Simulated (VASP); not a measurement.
# GaP (F-43m) in VASP: further runs

Runs on GaP. Level: LDA. Tasks: vibrations by perturbation theory.

Program: VASP 6.6.1. These are calculated values, not measurements. Logs are shortened: lines on timing, memory, paths and dates and some standing lists are left out, and cuts for length are marked.

## (1) The cell of the first run

It takes space group F-43m (No. 216, cubic). Conventional cell: a = 5.355 Å, b = 5.355 Å, c = 5.355 Å, α = 90.00°, β = 90.00°, γ = 90.00°. Within 3.1 Å of Ga (site symmetry -43m) lie 4 P at 2.32 Å. Within 3.1 Å of P (site symmetry -43m) lie 4 Ga at 2.32 Å.

## (2) Vibrations by perturbation theory, LDA (volume scaled by 0.980)

The input, INCAR:

```
SYSTEM = GaP
ALGO = Normal
EDIFF = 1E-8
ENCUT = 520
IBRION = 8
ISIF = 2
ISMEAR = 0
LASPH = .TRUE.
LCHARG = .FALSE.
LREAL = .FALSE.
LWAVE = .FALSE.
NELM = 100
NSW = 1
PREC = Accurate
SIGMA = 0.01
```

The input, KPOINTS:

```
k-points
0
G
  6 6 6
  0 0 0
```

The input, POSCAR:

```
GaP
1.0
    0.0000000000      2.6775939854      2.6775939854
    2.6775939854      0.0000000000      2.6775939854
    2.6775939854      2.6775939854      0.0000000000
Ga P
1 1
Direct
    0.0000000000      0.0000000000      0.0000000000
    0.7500000000      0.7500000000      0.7500000000
```

Potentials or basis: VASP PAW LDA potentials, release 64 (Ga_d, P).

Launch:

```sh
$ cat potpaw_LDA.64/Ga_d/POTCAR potpaw_LDA.64/P/POTCAR > POTCAR
$ mpirun -np 1 vasp_std > vasp.out
```

OUTCAR:

```text
SYSTEM = GaP
   EDIFF = 1E-8
   ENCUT = 520
   IBRION = 8
   ISIF = 2
   ISMEAR = 0
   LASPH = .TRUE.
   LREAL = .FALSE.
   NELM = 100
   NSW = 1
   PREC = Accurate

 ion  position               nearest neighbor table
   1  0.000  0.000  0.000-   2 2.32   2 2.32   2 2.32   2 2.32
   2  0.750  0.750  0.750-   1 2.32   1 2.32   1 2.32   1 2.32

  LATTYP: Found a face centered cubic cell.
 ALAT       =     5.3551879708

  Lattice vectors:

 A1 = (   0.0000000000,   2.6775939854,   2.6775939854)
 A2 = (   2.6775939854,   0.0000000000,   2.6775939854)
 A3 = (   2.6775939854,   2.6775939854,   0.0000000000)

Analysis of symmetry for initial positions (statically):
=====================================================================
 Subroutine PRICEL returns:
 Original cell was already a primitive cell.

 Routine SETGRP: Setting up the symmetry group for a
 face centered cubic supercell.

 Subroutine GETGRP returns: Found 24 space group operations
 (whereof 24 operations were pure point group operations)
 out of a pool of 48 trial point group operations.

The static configuration has the point symmetry T_d .

Analysis of symmetry for dynamics (positions and initial velocities):
=====================================================================
 Subroutine PRICEL returns:
 Original cell was already a primitive cell.

 Routine SETGRP: Setting up the symmetry group for a
 face centered cubic supercell.

 Subroutine GETGRP returns: Found 24 space group operations
 (whereof 24 operations were pure point group operations)
 out of a pool of 48 trial point group operations.

The dynamic configuration has the point symmetry T_d .

 Subroutine INISYM returns: Found 24 space group operations
 (whereof 24 operations are pure point group operations),
 and found     1 'primitive' translations

----------------------------------------------------------------------------------------

                                     Primitive cell

  volume of cell :      38.3941

  direct lattice vectors                    reciprocal lattice vectors
     0.000000000  2.677593985  2.677593985    -0.186734808  0.186734808  0.186734808
     2.677593985  0.000000000  2.677593985     0.186734808 -0.186734808  0.186734808
     2.677593985  2.677593985  0.000000000     0.186734808  0.186734808 -0.186734808

  length of vectors
     3.786689729  3.786689729  3.786689729     0.323434176  0.323434176  0.323434176

  position of ions in fractional coordinates (direct lattice)
     0.000000000  0.000000000  0.000000000
     0.750000000  0.750000000  0.750000000

  ion indices of the primitive-cell ions
   primitive index   ion index
                 1           1
                 2           2

----------------------------------------------------------------------------------------

 KPOINTS: k-points

Automatic generation of k-mesh.
 Grid dimensions read from file:
 generate k-points for:    6    6    6

 Generating k-lattice:

  Cartesian coordinates                     Fractional coordinates (reciprocal lattice)
    -0.031122468  0.031122468  0.031122468     0.166666667  0.000000000  0.000000000
     0.031122468 -0.031122468  0.031122468     0.000000000  0.166666667  0.000000000
     0.031122468  0.031122468 -0.031122468     0.000000000  0.000000000  0.166666667

  Length of vectors
     0.053905696  0.053905696  0.053905696

  Shift w.r.t. Gamma in fractional coordinates (k-lattice)
     0.000000000  0.000000000  0.000000000

 Subroutine IBZKPT returns following result:
 ===========================================

 Found     16 irreducible k-points:

 Following reciprocal coordinates:
            Coordinates               Weight
  0.000000  0.000000  0.000000      1.000000
  0.166667  0.000000  0.000000      8.000000
  0.333333  0.000000  0.000000      8.000000
  0.500000  0.000000  0.000000      4.000000
  0.166667  0.166667  0.000000      6.000000
  0.333333  0.166667  0.000000     24.000000
[... 8 lines left out ...]
 -0.333333  0.333333  0.166667     24.000000
 -0.333333  0.500000  0.166667     12.000000
   k-points           NKPTS =     16   k-points in BZ     NKDIM =     16   number of bands    NBANDS=     13
   number of dos      NEDOS =    301   number of ions     NIONS =      2
   total plane-waves  NPLWV =  21952
   dimension x,y,z NGX =    28 NGY =   28 NGZ =   28
   dimension x,y,z NGXF=    56 NGYF=   56 NGZF=   56
   ions per type =               1   1
   NGX,Y,Z   is equivalent  to a cutoff of  12.29, 12.29, 12.29 a.u.
   NGXF,Y,Z  is equivalent  to a cutoff of  24.59, 24.59, 24.59 a.u.
 SYSTEM =  GaP
   PREC   = accura    normal or accurate (medium, high low for compatibility)
   ISTART =      0    job   : 0-new  1-cont  2-samecut
   ICHARG =      2    charge: 1-file 2-atom 10-const
   ISPIN  =      1    spin polarized calculation?
   LNONCOLLINEAR =      F non collinear calculations
   LSORBIT =      F    spin-orbit coupling
   LASPH  =      T    aspherical Exc in radial PAW
   ENCUT  =  520.0 eV  38.22 Ry    6.18 a.u.   7.04  7.04  7.04*2*pi/ulx,y,z
   NELM   =    100;   NELMIN=  2; NELMDL= -5     # of ELM steps
   EDIFF  = 0.1E-07   stopping-criterion for ELM
   LREAL  =      F    real-space projection
   EDIFFG = 0.1E-06   stopping-criterion for IOM
   NSW    =      1    number of steps for IOM
   IBRION =      8    ionic relax: 0-MD 1-quasi-New 2-CG
   NFREE  =      0    steps in history (QN), initial steepest desc. (CG)
   ISIF   =      2    stress and relaxation
   ISYM   =      2    0-nonsym 1-usesym 2-fastsym
   POTIM  = 0.5000    time-step for ionic-motion
   TEBEG  =    0.0;   TEEND  =   0.0 temperature during run
   PSTRESS=    0.0 pullay stress
   NELECT =      18.0000    total number of electrons
   NUPDOWN=      -1.0000    fix difference up-down
   EMIN   =  10.00;   EMAX   =-10.00  energy-range for DOS
   EFERMI =   0.00;   METHOD = LEGACY
   ISMEAR =     0;   SIGMA  =   0.01  broadening in eV -4-tet -1-fermi 0-gaus
   EFERMI_NEDOS =   21; number of points for ismear=-14 and -15
   IALGO  =     38    algorithm
   IMIX   =      4    mixing-type and parameters
     AMIX     =   0.40;   BMIX     =  1.00
     AMIX_MAG =   1.60;   BMIX_MAG =  1.00
  volume/ion in A,a.u.               =      19.20       129.55
  Fermi-wavevector in a.u.,A,eV,Ry     =   1.271777  2.403310 22.006288  1.617417
  Thomas-Fermi vector in A             =   2.404691
   LORBIT       =      0    0 simple, 1 ext, 2 COOP (PROOUT), +10 PAW based schemes
   GGA     = CA    functional components
   LHFCALC =     F    Hartree Fock is set to
   AEXX    =    0.0000 exact exchange contribution
   IVDW    =     0    specifies the selected vdW correction
   LEPSILON=     F    determine dielectric tensor
   LRPA    =     F    only Hartree local field effects (RPA)
 non-spin polarized calculation
 Gauss-broadening in eV      SIGMA  =   0.01
  energy-cutoff  :      520.00
  volume of cell :       38.39
 maximum number of plane-waves:      1056
   NGX = 15   NGY = 15   NGZ = 15

--------------------------------------- Ionic step        1  -------------------------------------------

 number of electron      17.9999986 magnetization

 Free energy of the ion-electron system (eV)
  ---------------------------------------------------
  ext. energy  EPLUGINS =         0.00000000
  ---------------------------------------------------
  free energy    TOTEN  =       -10.42981594 eV

  energy without entropy =      -10.42981594  energy(sigma->0) =      -10.42981594

 E-fermi :   5.1317     XC(G=0): -10.4001

 val. band max:        5.0734003594   @ k =   0.0000   0.0000   0.0000
 cond. band min:       6.4541848755   @ k =   0.5000   0.5000   0.0000
 fundamental gap:      1.3807845161
 Fermi energy:         5.1317244747

 k-point     1 :       0.0000    0.0000    0.0000
  band No.  band energies     occupation
      1      -9.7418      2.00000
      2      -9.7418      2.00000
      3      -9.7418      2.00000
      4      -9.6270      2.00000
      5      -9.6270      2.00000
      6      -7.8485      2.00000
      7       5.0734      2.00000
      8       5.0734      2.00000
      9       5.0734      2.00000
     10       7.1507      0.00000
     11       8.8442      0.00000
     12       8.8442      0.00000
     13       8.8442      0.00000
[... 228 lines left out ...]
      2      -9.6887      2.00000
      3      -9.6724      2.00000
      4      -9.6518      2.00000
      5      -9.6115      2.00000
      6      -4.5052      2.00000
      7      -1.8618      2.00000
      8       1.4105      2.00000
      9       1.5100      2.00000
     10       8.4026      0.00000
     11       8.6675      0.00000
     12      12.6827      0.00000
     13      12.7253      0.00000

------------------------ aborting loop because EDIFF is reached ----------------------------------------

  FORCE on cell =-STRESS in cart. coord.  units (eV):
  Direction    XX          YY          ZZ          XY          YZ          ZX
  --------------------------------------------------------------------------------------
  -------------------------------------------------------------------------------------
  Total        0.4922517      0.4922517      0.4922517      0.0000000      0.0000000      0.0000000
  in kB       20.5415700     20.5415700     20.5415700      0.0000000      0.0000000      0.0000000
  external PRESSURE =      20.5415700 kB  Pullay stress =       0.0000000 kB

 VOLUME and BASIS-vectors are now :
 -----------------------------------------------------------------------------
  energy-cutoff  :      520.00
  volume of cell :       38.39
      direct lattice vectors                 reciprocal lattice vectors
     0.000000000  2.677593985  2.677593985    -0.186734808  0.186734808  0.186734808
     2.677593985  0.000000000  2.677593985     0.186734808 -0.186734808  0.186734808
     2.677593985  2.677593985  0.000000000     0.186734808  0.186734808 -0.186734808

 POSITION                                       TOTAL-FORCE (eV/Angst)
 -----------------------------------------------------------------------------------
      0.00000      0.00000      0.00000         0.000000      0.000000      0.000000
      4.01639      4.01639      4.01639        -0.000000     -0.000000     -0.000000
 -----------------------------------------------------------------------------------
    total drift:                               -0.000000     -0.000000     -0.000000

  FREE ENERGIE OF THE ION-ELECTRON SYSTEM (eV)
  ---------------------------------------------------
  free  energy   TOTEN  =       -10.4298159413 eV

  energy  without entropy=      -10.4298159413  energy(sigma->0) =      -10.42981594

[... ionic steps 2 to 3 ...]

--------------------------------------- Ionic step        4  -------------------------------------------

------------------------ aborting loop because EDIFF is reached ----------------------------------------

[... ionic steps 5 to 6 ...]

--------------------------------------- Ionic step        7  -------------------------------------------

 Free energy of the ion-electron system (eV)
  ---------------------------------------------------
  ---------------------------------------------------
  free energy    TOTEN  =        -0.04777590 eV

  energy without entropy =       -0.04777590

------------------------ aborting loop because EDIFF is reached ----------------------------------------

 INTERNAL STRAIN TENSOR  FOR ION    2  DIRECTION 1   (eV/Angst):
 -----------------------------------------------------------------------------
    -0.02240  0.00000  0.00000
     0.00000  0.01348  8.56048
     0.00000  8.56048  0.01348

 INTERNAL STRAIN TENSOR FOR ION    2 for displacements in x,y,z  (eV/Angst):
          X           Y           Z          XY          YZ          ZX
  --------------------------------------------------------------------------------
  x    -0.00000     0.00000     0.00000     0.00000     8.56048     0.00000
  y     0.00000     0.00000     0.00000     0.00000     0.00000     8.56048
  z     0.00000     0.00000    -0.00000     8.56048     0.00000     0.00000

 SECOND DERIVATIVES (NOT SYMMETRIZED)
 ------------------------------------
               1X          1Y          1Z          2X          2Y          2Z
  1X   -11.016196    0.000000    0.000000   11.016196    0.000000    0.000000
  1Y     0.000000  -11.016196    0.000000    0.000000   11.016196    0.000000
  1Z     0.000000    0.000000  -11.016196    0.000000    0.000000   11.016196
  2X    11.043852    0.000000    0.000000  -11.043852    0.000000    0.000000
  2Y     0.000000   11.043852    0.000000    0.000000  -11.043852    0.000000
  2Z     0.000000    0.000000   11.043852    0.000000    0.000000  -11.043852

 Eigenvectors and eigenvalues of the dynamical matrix
 ----------------------------------------------------

   1 f  =   11.214124 THz    70.460418 2PiTHz  374.062909 cm-1    46.377869 meV
             X         Y         Z           dx          dy          dz
      0.000000  0.000000  0.000000    -0.554132    0.000000   -0.000000
      4.016391  4.016391  4.016391     0.832429   -0.000000   -0.000000
[... 21 lines left out ...]
   6 f/i=    0.006485 THz     0.040746 2PiTHz    0.216314 cm-1     0.026820 meV
             X         Y         Z           dx          dy          dz
      0.000000  0.000000  0.000000     0.131672   -0.813772   -0.115654
      4.016391  4.016391  4.016391     0.087652   -0.541712   -0.076988

--------------------------------------------------------------------------------------------------------

 ELASTIC MODULI CONTR FROM IONIC RELAXATION (kBar)
 Direction    XX          YY          ZZ          XY          YZ          ZX
 --------------------------------------------------------------------------------
 XX          -0.0000      0.0000      0.0000     -0.0000      0.0000     -0.0000
 YY           0.0000     -0.0000      0.0000     -0.0000     -0.0000     -0.0000
 ZZ           0.0000      0.0000     -0.0000      0.0000     -0.0000     -0.0000
 XY          -0.0000     -0.0000      0.0000   -274.8079     -0.0000     -0.0000
 YZ           0.0000     -0.0000     -0.0000     -0.0000   -274.8079      0.0000
 ZX          -0.0000     -0.0000     -0.0000     -0.0000      0.0000   -274.8079
 --------------------------------------------------------------------------------
```

It took 58 s on 1 thread of Intel Xeon Platinum 8375C at 2.90GHz (Ice Lake), shared host; peak memory 0.19 GiB.

Results:

| Property | Result |
| --- | --- |
| Highest phonon frequency at Γ, LO-TO splitting left out | 374 cm⁻¹ |

Phonon frequencies in cm⁻¹ (negative: imaginary):
```csv
q point,frequencies
"(0.000, 0.000, 0.000)",0 0 0 374 374 374
```

Caveat: the cell differs from its parent crystal (volume scaled by 0.980); the cell wasn't relaxed at this level first, which shifts response properties.

## (3) Vibrations by perturbation theory, LDA

This run uses another cell than the first one, of 19.59 Å³/atom, 1.020 times its volume.

The input, INCAR:

```
SYSTEM = GaP
PREC     = Accurate       ! precision mode
ENCUT    = 520            ! plane-wave cutoff, eV
EDIFF    = 1E-8           ! SCF threshold, eV
ISMEAR   = 0              ! smearing method
SIGMA    = 0.01           ! smearing width, eV
LREAL    = .FALSE.        ! projectors in reciprocal space
LASPH    = .TRUE.         ! aspherical terms in the spheres
NELM     = 100            ! most SCF steps
ALGO     = Normal         ! electronic algorithm
ISIF     = 2              ! what is computed and relaxed
LWAVE    = .FALSE.        ! write WAVECAR
LCHARG   = .FALSE.        ! write CHGCAR
IBRION   = 8              ! ionic algorithm
NSW      = 1              ! ionic steps
```

The input, KPOINTS:

```
regular mesh
0
G
  6 6 6
  0 0 0
```

The input, POSCAR:

```
GaP
1.0
    0.0000000000      2.6956863855      2.6956863855
    2.6956863855      0.0000000000      2.6956863855
    2.6956863855      2.6956863855      0.0000000000
Ga P
1 1
Direct
    0.0000000000      0.0000000000      0.0000000000
    0.7500000000      0.7500000000      0.7500000000
```

Potentials or basis: VASP PAW LDA potentials, release 64 (Ga_d, P).

Launch:

```sh
$ cat potpaw_LDA.64/Ga_d/POTCAR potpaw_LDA.64/P/POTCAR > POTCAR
$ mpirun -np 1 vasp_std > vasp.out
```

OUTCAR:

```text
SYSTEM = GaP
   PREC = Accurate
   ENCUT = 520
   EDIFF = 1E-8
   ISMEAR = 0
   LREAL = .FALSE.
   LASPH = .TRUE.
   NELM = 100
   ISIF = 2
   IBRION = 8
   NSW = 1

 ion  position               nearest neighbor table
   1  0.000  0.000  0.000-   2 2.33   2 2.33   2 2.33   2 2.33
   2  0.750  0.750  0.750-   1 2.33   1 2.33   1 2.33   1 2.33

  LATTYP: Found a face centered cubic cell.
 ALAT       =     5.3913727710

  Lattice vectors:

[... 499 lines left out ...]
 ------------------------------------
               1X          1Y          1Z          2X          2Y          2Z
  1X   -10.528012    0.000000    0.000000   10.528012    0.000000    0.000000
  1Y     0.000000  -10.528012    0.000000    0.000000   10.528012    0.000000
  1Z     0.000000    0.000000  -10.528012    0.000000    0.000000   10.528012
  2X    10.519426    0.000000    0.000000  -10.519426    0.000000    0.000000
  2Y     0.000000   10.519426    0.000000    0.000000  -10.519426    0.000000
  2Z     0.000000    0.000000   10.519426    0.000000    0.000000  -10.519426

 Eigenvectors and eigenvalues of the dynamical matrix
 ----------------------------------------------------

   1 f  =   10.950220 THz    68.802262 2PiTHz  365.260027 cm-1    45.286451 meV
             X         Y         Z           dx          dy          dz
      0.000000  0.000000  0.000000     0.000000    0.554770    0.000000
      4.043530  4.043530  4.043530     0.000000   -0.832004    0.000000
[... 21 lines left out ...]
   6 f/i=    0.002062 THz     0.012955 2PiTHz    0.068775 cm-1     0.008527 meV
             X         Y         Z           dx          dy          dz
      0.000000  0.000000  0.000000     0.000000    0.000000    0.832004
      4.043530  4.043530  4.043530     0.000000    0.000000    0.554770

--------------------------------------------------------------------------------------------------------

 ELASTIC MODULI CONTR FROM IONIC RELAXATION (kBar)
 Direction    XX          YY          ZZ          XY          YZ          ZX
 --------------------------------------------------------------------------------
 XX          -0.0000     -0.0000     -0.0000     -0.0000     -0.0000     -0.0000
 YY          -0.0000     -0.0000     -0.0000     -0.0000     -0.0000     -0.0000
 ZZ          -0.0000     -0.0000     -0.0000     -0.0000     -0.0000     -0.0000
 XY          -0.0000     -0.0000     -0.0000   -228.1777      0.0000      0.0000
 YZ          -0.0000     -0.0000     -0.0000      0.0000   -228.1777      0.0000
 ZX          -0.0000     -0.0000     -0.0000      0.0000      0.0000   -228.1777
 --------------------------------------------------------------------------------
```

It took 64 s on 1 thread of Intel Xeon Platinum 8375C at 2.90GHz (Ice Lake), shared host; peak memory 0.19 GiB.

Results:

| Quantity | Value |
| --- | --- |
| Highest phonon frequency at Γ, LO-TO splitting left out | 365 cm⁻¹ |

Phonon frequencies in cm⁻¹ (negative: imaginary):
```csv
q point,frequencies
"(0.000, 0.000, 0.000)",0 0 0 365 365 365
```
